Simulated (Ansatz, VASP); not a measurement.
**Bi in VASP and in Ansatz**

File INCAR:

```
PREC = Accurate
ENCUT = 520
EDIFF = 1E-6
ISMEAR = 0
SIGMA = 0.15
LREAL = False
LASPH = True
NELM = 100
ALGO = Fast
ISIF = 2
LWAVE = False
LCHARG = False
GGA = PS
IVDW = 12
NBANDS = 14
```

File KPOINTS:

```
regular mesh
0
Gamma
  16 16 16
```

File POSCAR:

```
Bi
1.0
   -1.7603396420      1.9527264881      2.0585392535
    1.7603396420     -1.9527264881      2.0585392535
    1.7603396420      1.9527264881     -2.0585392535
Bi
1
Direct
    0.0000000000      0.0000000000      0.0000000000
```

Input for Ansatz:

```yaml
crystal:
  lattice:
    - [-1.760339642, 1.9527264881, 2.0585392535]
    - [1.760339642, -1.9527264881, 2.0585392535]
    - [1.760339642, 1.9527264881, -2.0585392535]
  atoms:
    - { symbol: Bi, position: [0.0, 0.0, 0.0] }
basis:
  ecutwfc: 420
kpoints:
  mp_grid: { grid: [16, 16, 16] }
hamiltonian:
  xc: pbesol
  pseudopotentials: { kind: paw }
  dispersion: d3bj
scf:
  occupations: { method: gaussian, width: 0.15 }
output:
  forces: true
  stress: true
  eigenvalues: true
```

Change from the starting cell: strain +e along x and -e along y -0.0500, strain +e along z and -e/2 along x and y +0.0700.

Alike in both runs: task single point; functional PBEsol; dispersion D3(BJ); k mesh 16 × 16 × 16; occupations gaussian, width 0.15 eV; no spin polarisation.

|  | VASP | Ansatz |
| --- | --- | --- |
| version | VASP 6.6.1 | Ansatz 0.2.0 |
| potentials or method | VASP PAW PBE potentials, release 64 (Bi_d), cutoff 520 eV | scalar-relativistic, plane waves, PAW |
| valence electrons in the cell | 15 | 15 |

```csv
,VASP,Ansatz,Ansatz less VASP
gap on the k mesh at the Fermi level (eV),none,none,-
pressure (GPa),0.9,1.0,+0.03
"traceless stress, the component that is largest in VASP (GPa)",-0.77,-0.78,-0.005
```

VASP's potentials were made for PBE, not for PBEsol. A gap of «none» marks a metal or a gap that the smearing closes.

Neither program's run includes spin-orbit coupling.
